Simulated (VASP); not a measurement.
Write the native input for VASP 6.6.1 that does the following.

- Task: single point
- Functional: PBE
- Potentials or basis: VASP PAW PBE potentials, release 64 (Rh_pv, H)
- Cutoff: 520 eV
- k mesh: 3 × 3 × 3
- Occupations: methfessel-paxton, width 0.1 eV
- Spin: no spin polarisation
- Dipole correction: no
- Further INCAR settings: LREAL = Auto; ALGO = Normal; EDIFF = 1e-07; NBANDS = 134

The structure of HRh16 (a cell with a defect) lies in POSCAR:

```
HRh16
1.0
   -3.8296348800      3.8296348800      3.8296348800
    3.8296348800     -3.8296348800      3.8296348800
    3.8296348800      3.8296348800     -3.8296348800
Rh H
16 1
Direct
    0.0011246503      0.0057493732      0.0057005434
    0.0011474984      0.2568193916      0.7562663520
    0.0100418189      0.4993289334      0.4992810176
    0.0011489346      0.7563168790      0.2567726509
    0.2507953186      0.0059804657      0.7561857960
    0.2504147341      0.2530625061      0.5049726829
    0.2504135590      0.5050212515      0.2530122402
    0.2507967548      0.7562365841      0.0059326805
    0.4975351593      0.0060034444      0.5050340465
    0.4995469699      0.2547527455      0.2547027407
    0.4975335925      0.5050826151      0.0059525257
    0.5011285828      0.7559344665      0.7558855062
    0.7500653692      0.0061961520      0.2525179372
    0.7500653692      0.2525661141      0.0061466695
    0.7432225497      0.4980967011      0.7670011873
    0.7432196774      0.7670488420      0.4980464352
    0.8475424164      0.6071889548      0.6071309858
```

One way to write it, as run:

INCAR

```
PREC     = Accurate       # precision mode
ENCUT    = 520            # plane-wave cutoff, eV
EDIFF    = 1E-7           # SCF threshold, eV
ISMEAR   = 1              # smearing method
SIGMA    = 0.1            # smearing width, eV
LREAL    = Auto         
LASPH    = T              # aspherical terms in the spheres
NELM     = 100            # most SCF steps
ALGO     = Normal         # electronic algorithm
ISIF     = 2              # what is computed and relaxed
LWAVE    = F              # write WAVECAR
LCHARG   = F              # write CHGCAR
GGA      = PE             # functional
NBANDS   = 134            # bands
```

KPOINTS

```
Automatic mesh
0
Gamma
  3 3 3
```

Potentials or basis: VASP PAW PBE potentials, release 64 (Rh_pv, H).

The run is started by

```bash
$ cat potpaw_PBE.64/Rh_pv/POTCAR potpaw_PBE.64/H/POTCAR > POTCAR
$ mpirun -np 1 vasp_std > vasp.out
```

It gave:

```
Pressure               : 4.0 GPa
Largest force          : 0.262 eV/Å
Band gap on the k mesh : zero (an odd number of electrons rules out a gap without spin polarisation)
```

Caveat: the k points lie up to 0.39 Å⁻¹ apart, too coarse for converged energies and pressures of a metal.

It took 29 min on 1 thread of Intel Xeon 8259CL (shared host), peak memory 0.52 GiB.
